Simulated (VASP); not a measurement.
Set up this calculation in VASP 6.6.1, as the native input.

* Task: single point
* Functional: PBE
* Potentials or basis: VASP PAW PBE potentials, release 64 (Si, C)
* Cutoff: 520 eV
* k mesh: 15 × 15 × 15
* Occupations: fermi-dirac, width 0.05 eV
* Spin: no spin polarisation
* Dipole correction: no
* Further INCAR settings: ALGO = Normal; EDIFF = 1e-07; NBANDS = 11

The structure of SiC (zincblende type) lies in POSCAR:

```
SiC
1.0
    0.0000000000      2.1451539168      2.1451539168
    2.1451539168      0.0000000000      2.1451539168
    2.1451539168      2.1451539168      0.0000000000
Si C
1 1
Direct
    0.0000000000      0.0000000000      0.0000000000
    0.2500000000      0.2500000000      0.2500000000
```

This cell differs from its parent crystal: volume scaled by 0.94.

The input as run:

INCAR

```
PREC = Accurate ; ENCUT = 520
EDIFF = 1E-7 ; ISMEAR = -1
SIGMA = 0.05 ; LREAL = F
LASPH = T ; NELM = 80
ALGO = Normal ; ISIF = 2
LWAVE = F ; LCHARG = T
GGA = PE ; LELF = T
LVHAR = T ; NBANDS = 11
```

KPOINTS

```
regular mesh
0
Gamma
  15 15 15
```

Potentials or basis: VASP PAW PBE potentials, release 64 (Si, C).

Run with:

```console
$ cat potpaw_PBE.64/Si/POTCAR potpaw_PBE.64/C/POTCAR > POTCAR
$ mpirun -np 1 vasp_std > vasp.out
```

Results of the run:

| Quantity | Value |
| --- | --- |
| Pressure | 14.8 GPa |
| Band gap on the k mesh | 1.37 eV, indirect (least direct gap 4.62 eV) |

Wall time 12 s on 1 thread of Intel(R) Xeon(R) Platinum 8488C (Sapphire Rapids), on a shared host, peak memory 0.15 GiB.
